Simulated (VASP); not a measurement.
Input of a VASP 6.6.1 run:

INCAR

```
  ALGO = Normal
  EDIFF = 1E-7
  ENCUT = 520
  GGA = PE
  ISIF = 2
  ISMEAR = -1
  LASPH = True
  LCHARG = False
  LREAL = False
  LWAVE = False
  NBANDS = 10
  NELM = 60
  PREC = Accurate
  SIGMA = 0.08
```

File KPOINTS:

```
k-points
0
Gamma
  10 10 10
```

Contents of POSCAR:

```
K
1.0
    3.7269251853      0.0000000000      0.0000000000
    0.0000000000      3.7269251853      0.0000000000
    0.0000000000      0.0000000000      3.7269251853
K
1
Direct
    0.0000000000      0.0000000000      0.0000000000
```

Potentials or basis: VASP PAW PBE potentials, release 64 (K_sv).

Run with:

```console
$ cat potpaw_PBE.64/K_sv/POTCAR > POTCAR
$ mpirun -np 1 vasp_std > vasp.out
```

**Question.** Estimate the pressure.

**Answer.** 2.6 GPa.
